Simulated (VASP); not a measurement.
# AgAu2Cl3 (P3m1) in VASP: notebook, part 2 of 2

VASP 6.6.1. Earlier steps stand in the parts before.

## 3. Relaxation of cell and atoms, PBEsol

This run uses another cell than the first one, of 25.60 Å³/atom.

File INCAR:

```
SYSTEM = AgAu2Cl3
ALGO = Normal ; EDIFF = 1E-6
EDIFFG = -0.01 ; ENCUT = 600
GGA = PS ; IBRION = 2
ISIF = 3 ; ISMEAR = -1
LASPH = .True. ; LCHARG = .False.
LREAL = .False. ; LWAVE = .False.
NELM = 60 ; NSW = 100
PREC = Accurate ; SIGMA = 0.03
```

File KPOINTS:

```
k-points
0
Gamma
  6 6 2
  0 0 0
```

File POSCAR:

```
AgAu2Cl3
1.0
    4.1792240000      0.0000000000      0.0000000000
   -2.0896120000      3.6193141500      0.0000000000
    0.0000000000      0.0000000000     10.1564868000
Ag Au Cl
1 2 3
Direct
    0.3333333300      0.6666666700      0.6641085800
    0.0000000000      0.0000000000      0.9968616400
    0.6666666700      0.3333333300      0.3376419600
    0.0000000000      0.0000000000      0.2503703200
    0.6666666700      0.3333333300      0.5920876800
    0.3333333300      0.6666666700      0.9089298200
```

Potentials or basis: VASP PAW PBE potentials, release 64 (Ag, Au, Cl).

Started as:

```console
> cat potpaw_PBE.64/Ag/POTCAR potpaw_PBE.64/Au/POTCAR potpaw_PBE.64/Cl/POTCAR > POTCAR
> mpirun -np 1 vasp_std > vasp.out
```

OUTCAR:

```text
SYSTEM = AgAu2Cl3
   EDIFF = 1E-6
   EDIFFG = -0.01
   ENCUT = 600
   GGA = PS
   IBRION = 2
   ISIF = 3
   ISMEAR = -1
   LASPH = .True.
   LREAL = .False.
   NELM = 60
   NSW = 100
   PREC = Accurate

 ion  position               nearest neighbor table
   1  0.333  0.667  0.664-   6 2.49   5 2.52   5 2.52   5 2.52
   2  0.000  0.000  0.997-   6 2.57   6 2.57   6 2.57   4 2.57
   3  0.667  0.333  0.338-   4 2.57   4 2.57   4 2.57   5 2.58
   4  0.000  0.000  0.250-   3 2.57   3 2.57   3 2.57   2 2.57
   5  0.667  0.333  0.592-   1 2.52   1 2.52   1 2.52   3 2.58
   6  0.333  0.667  0.909-   1 2.49   2 2.57   2 2.57   2 2.57

  LATTYP: Found a hexagonal cell.
 ALAT       =     4.1792240000
 C/A-ratio  =     2.4302326939

  Lattice vectors:

 A1 = (   4.1792240000,   0.0000000000,   0.0000000000)
 A2 = (  -2.0896120000,   3.6193141500,   0.0000000000)
[... 288 lines left out ...]
  free  energy   TOTEN  =       -16.8835765716 eV

  energy  without entropy=      -16.8817066543  energy(sigma->0) =      -16.88264161

[... ionic steps 4 to 54 ...]

--------------------------------------- Ionic step       55  -------------------------------------------

 number of electron      54.0000001 magnetization

------------------------ aborting loop because EDIFF is reached ----------------------------------------
[... 75 lines left out ...]
--------------------------------------- Ionic step       57  -------------------------------------------

 number of electron      54.0000001 magnetization

 Free energy of the ion-electron system (eV)
  ---------------------------------------------------
  ext. energy  EPLUGINS =         0.00000000
  ---------------------------------------------------
  free energy    TOTEN  =       -17.14826924 eV

  energy without entropy =      -17.14334324  energy(sigma->0) =      -17.14580624

 E-fermi :   3.7814     XC(G=0):  -9.6513

 val. band max:        3.4849738631   @ k =   0.0000   0.0000   0.5000
 cond. band min:       3.8230492122   @ k =   0.0000   0.0000   0.0000
 fundamental gap:      0.3380753491
 Fermi energy:         3.7814219388

 k-point     1 :       0.0000    0.0000    0.0000
  band No.  band energies     occupation
      1     -12.7930      2.00000
      2     -12.3993      2.00000
      3     -11.8014      2.00000
      4      -2.7461      2.00000
      5      -2.7461      2.00000
      6      -2.2210      2.00000
[... 512 lines left out ...]
  FREE ENERGIE OF THE ION-ELECTRON SYSTEM (eV)
  ---------------------------------------------------
  free  energy   TOTEN  =       -17.1482692361 eV

  energy  without entropy=      -17.1433432389  energy(sigma->0) =      -17.14580624

 reached required accuracy - stopping structural energy minimisation
```

OSZICAR:

```text
N       E                     dE             d eps       ncg     rms          rms(c)
DAV:   1     0.395924671349E+03    0.39592E+03   -0.27842E+04   896   0.169E+03
DAV:   2     0.105124434927E+02   -0.38541E+03   -0.37531E+03  1024   0.322E+02
DAV:   3    -0.166628969256E+02   -0.27175E+02   -0.26770E+02  1064   0.834E+01
DAV:   4    -0.172031362627E+02   -0.54024E+00   -0.53921E+00  1000   0.137E+01
[... 523 lines left out ...]
DAV:   1    -0.171483559375E+02   -0.88520E-04   -0.71507E-03   896   0.463E-01    0.616E-02
DAV:   2    -0.171482926540E+02    0.63284E-04   -0.20020E-04  1024   0.999E-02    0.285E-02
DAV:   3    -0.171482726840E+02    0.19970E-04   -0.25384E-05  1104   0.338E-02    0.149E-02
DAV:   4    -0.171482690951E+02    0.35889E-05   -0.84846E-06  1080   0.191E-02    0.582E-03
DAV:   5    -0.171482692361E+02   -0.14099E-06   -0.75008E-07   552   0.749E-03
  57 F= -.17148269E+02 E0= -.17145806E+02  d E =-.663903E-04
```

CONTCAR:

```text
AgAu2Cl3
   1.00000000000000
     4.1308454033304649   -0.0000000000000001   -0.0000000000000000
    -2.0654227016652325    3.5774170563798506    0.0000000000000001
    -0.0000000000000006   -0.0000000000000012    9.6014740918206556
  Ag              Au              Cl
     1     2     3
Direct
     0.3333333300000021    0.6666666699999979    0.7067867270656583
     0.0000000000000000    0.0000000000000000    0.8792306764105842
     0.6666666699999979    0.3333333300000021    0.3013371784494622
     0.0000000000000000    0.0000000000000000    0.2751002814332822
     0.6666666699999979    0.3333333300000021    0.6052142120263898
     0.3333333300000021    0.6666666699999979    0.9823309246146165

  0.00000000E+00  0.00000000E+00  0.00000000E+00
  0.00000000E+00  0.00000000E+00  0.00000000E+00
  0.00000000E+00  0.00000000E+00  0.00000000E+00
  0.00000000E+00  0.00000000E+00  0.00000000E+00
  0.00000000E+00  0.00000000E+00  0.00000000E+00
  0.00000000E+00  0.00000000E+00  0.00000000E+00
```

Run time: 35 min. Hardware: 1 thread of AMD EPYC 7R13 (Zen 3), shared host; peak memory 0.34 GiB.

What came out:

| Property | Result |
| --- | --- |
| Free energy | -17.1483 eV |
| Relaxed volume | 23.65 Å³/atom |
| Relaxed cell | a = 4.131 Å, b = 4.131 Å, c = 9.601 Å, α = 90.00°, β = 90.00°, γ = 120.00° |
| Space group after relaxing (to 0.1 Å) | P3m1 (No. 156) |
| Energy gained by relaxing | 49.1 meV/atom |
| Ionic steps | 57 |
| Pressure after relaxing | 0.0 GPa |
| Largest force after relaxing | 0.007 eV/Å |
| Band gap on the k mesh | zero (filled and empty bands overlap) |

Forces on the atoms (eV/Å):
```
Ag   0.000  0.000  0.007
Au   0.000  0.000 -0.001
Au   0.000  0.000  0.002
Cl   0.000  0.000  0.004
Cl   0.000  0.000 -0.004
Cl   0.000  0.000 -0.007
```

Step by step:
```tsv
step	energy change (eV)	largest force (eV/Å)	pressure (GPa)	volume (Å³)
1	0.0000	0.5318	-0.63	153.63
3	-0.0297	0.2377	0.67	149.31
5	-0.0437	0.1189	-0.08	151.86
7	-0.0524	0.1218	0.07	151.39
9	-0.0611	0.3440	0.63	149.27
11	-0.0653	0.2625	0.40	150.10
13	-0.0753	0.2794	-0.06	151.39
15	-0.0831	0.3186	-0.71	153.06
17	-0.1103	0.3499	-0.89	152.45
19	-0.1467	0.3919	-1.00	148.83
21	-0.1863	0.2809	0.85	139.48
23	-0.2128	0.2028	0.06	136.92
25	-0.2316	0.1740	-0.01	137.72
27	-0.2345	0.4997	0.02	141.37
29	-0.2572	0.1762	0.05	139.75
31	-0.2697	0.1931	0.87	140.94
33	-0.2777	0.1107	0.07	142.25
35	-0.2794	0.0965	-0.12	142.80
37	-0.2847	0.0960	-0.19	142.68
39	-0.2869	0.1529	0.26	141.51
41	-0.2923	0.0436	-0.07	142.01
43	-0.2929	0.0324	0.04	141.61
45	-0.2931	0.0301	0.03	141.59
47	-0.2935	0.0546	-0.07	141.47
49	-0.2938	0.0160	0.10	141.27
51	-0.2940	0.0156	0.08	141.35
53	-0.2942	0.0138	0.04	141.61
55	-0.2943	0.0155	-0.06	141.98
57	-0.2944	0.0075	0.02	141.89
```

Final structure:
```
Ag Au Cl
1.0
     4.13085    0.00000    0.00000
    -2.06542    3.57742    0.00000
     0.00000    0.00000    9.60147
Ag Au Cl
1 2 3
Direct
  0.33333 0.66667 0.70679
  0.00000 0.00000 0.87923
  0.66667 0.33333 0.30134
  0.00000 0.00000 0.27510
  0.66667 0.33333 0.60521
  0.33333 0.66667 0.98233
```

Caveat: the PAW data sets were made with another functional, which shifts forces and pressure a little; spin-orbit coupling is left out, which moves the levels of the heavy elements.

## 4. Single point, r2SCAN+rVV10

This run uses another cell than the first one, of 23.23 Å³/atom.

File POSCAR:

```
AgAu2Cl3
1.0
    4.2086060299      0.0000000000      0.0000000000
   -2.1043030149      3.6447597365      0.0000000000
    0.0000000000      0.0000000000      9.0846962234
Ag Au Cl
1 2 3
Direct
    0.3333333333      0.6666666667      0.6991730951
    0.0000000000      0.0000000000      0.8924180026
    0.6666666667      0.3333333333      0.2677291307
    0.0000000000      0.0000000000      0.2885834750
    0.6666666667      0.3333333333      0.6085432553
    0.3333333333      0.6666666667      0.9935530415
```

File INCAR.step1:

```
  PREC = Accurate
  ENCUT = 550
  ISMEAR = -1
  SIGMA = 0.03
  LREAL = False
  LASPH = True
  NELM = 120
  NBANDS = 36
  GGA = PE
  ALGO = Normal
  EDIFF = 1E-5
  LWAVE = True
  LCHARG = False
  GGA_COMPAT = False
```

File INCAR.step2:

```
  PREC = Accurate
  ENCUT = 550
  EDIFF = 1E-6
  ISMEAR = -1
  SIGMA = 0.03
  LREAL = False
  LASPH = True
  NELM = 120
  ALGO = Normal
  ISIF = 2
  LWAVE = False
  LCHARG = True
  METAGGA = R2SCAN
  LMIXTAU = True
  LUSE_VDW = True
  IVDW_NL = 2
  BPARAM = 11.95
  CPARAM = 0.0093
  LELF = True
  LVHAR = True
  NBANDS = 36
  ISTART = 1
  GGA_COMPAT = False
```

File KPOINTS:

```
Automatic mesh
0
Gamma
  6 6 4
```

Started as:

```console
> cat potpaw_PBE.64/Ag/POTCAR potpaw_PBE.64/Au/POTCAR potpaw_PBE.64/Cl/POTCAR > POTCAR
> cp INCAR.step1 INCAR
> mpirun -np 1 vasp_std > vasp.out
> cp INCAR.step2 INCAR
> mpirun -np 1 vasp_std > vasp.out
```

Wall time 4.2 min (1 thread of Intel Xeon Platinum 8559C (Emerald Rapids), shared host); peak memory 0.61 GiB.

The run converged. Its results:

| Quantity | Value |
| --- | --- |
| Free energy | -140.0635 eV |
| Pressure | 0.1 GPa |
| Largest force | 0.009 eV/Å |
| Band gap on the k mesh | zero (filled and empty bands overlap) |

Forces in eV/Å, atoms in the order of the input:
```
Ag   0.000  0.000 -0.006
Au   0.000  0.000  0.001
Au   0.000  0.000  0.002
Cl   0.000  0.000  0.004
Cl   0.000  0.000 -0.009
Cl   0.000  0.000  0.008
```

Levels at points of the mesh, in eV from the Fermi level:
```
           k point  band 23  band 24  band 25  band 26  band 27  band 28  band 29  band 30  band 31  band 32
(0.00, 0.00, 0.00)    -1.34    -1.14    -1.14    -0.66     0.00     0.00     1.36     2.61     5.62     6.75
(0.50, 0.00, 0.00)    -2.32    -1.87    -1.81    -1.62    -1.32     1.32     3.24     3.69     5.38     5.88
(0.00, 0.00, 0.50)    -1.33    -1.17    -1.17    -0.17     0.00     0.00     0.83     2.61     5.78     6.61
(0.50, 0.00, 0.50)    -2.35    -1.90    -1.84    -1.63    -1.32     1.42     3.15     3.45     5.44     5.97
```

Caveat: the PAW data sets were made with another functional, which shifts forces and pressure a little; spin-orbit coupling is left out, which moves the levels of the heavy elements.

## 5. Summary

```csv
task,level,cell,k mesh,cutoff (eV),gap on the mesh (eV),pressure (GPa),largest force (eV/Å)
single point,PBEsol,"a = 4.131, b = 4.131, c = 9.625 Å, angles 90.0, 90.0, 120.0°, 6 atoms, atomic positions A",6 × 6 × 2,520,none,-0.1,0.02
relaxation of cell and atoms,PBEsol,"relaxed from a = 4.179, b = 4.179, c = 10.156 Å, angles 90.0, 90.0, 120.0°, 6 atoms, atomic positions B",6 × 6 × 2,600,none,0.0,0.01
single point,r2SCAN+rVV10,"a = 4.209, b = 4.209, c = 9.085 Å, angles 90.0, 90.0, 120.0°, 6 atoms, atomic positions C",6 × 6 × 4,550,none,0.1,0.01
```

Alike in all rows: potentials or basis VASP PAW PBE potentials, release 64 (Ag, Au, Cl); no spin polarisation; smearing fermi-dirac 0.03 eV.

Caveats: the PAW data sets were made with another functional, which shifts forces and pressure a little; spin-orbit coupling is left out, which moves the levels of the heavy elements.

Absolute energies hang on the potentials; compare differences alone.
